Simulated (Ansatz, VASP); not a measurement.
## Two plane-wave programs on PO4

```xyz
5
Lattice="3.4163 0.0000 0.0000 0.0000 3.4163 0.0000 0.0000 0.0000 3.4163" Properties=species:S:1:pos:R:3 pbc="T T T"
P     1.7082    1.7082    1.7082
O     0.0000    1.7082    1.7082
O     1.7082    1.7082    0.0000
O     1.7082    0.0000    1.7082
O     0.0000    0.0000    0.0000
```

Change from the starting cell: species swapped into the Fe4N type (Pm-3m, No. 221).

Alike in both runs: functional PBE; k mesh 6 × 6 × 6; occupations gaussian, width 0.1 eV; collinear spin.

Ansatz relaxed the structure, and its values are those at the end. VASP's run is a single point on that final structure, the one shown.

|  | VASP | Ansatz |
| --- | --- | --- |
| version | VASP 6.6.1 | Ansatz 0.2.0 |
| potentials or method | VASP PAW PBE potentials, release 64 (P, O), cutoff 520 eV | scalar-relativistic, plane waves, PAW |
| valence electrons in the cell | 29 | 29 |

```csv
,VASP,Ansatz,Ansatz less VASP
gap on the k mesh at the Fermi level (eV),none,none,-
pressure (GPa),-0.8,0.0,+0.81
net moment per atom (μB),0.60,0.60,0.000
size of the moment on the site where the two differ most (μB),1.67,1.90,+0.231
```

Site moments also hang on the region over which each program counts them. A gap of «none» marks a metal or a gap that the smearing closes. With one functional, cell and mesh, what is left measures potentials, basis and numerics.
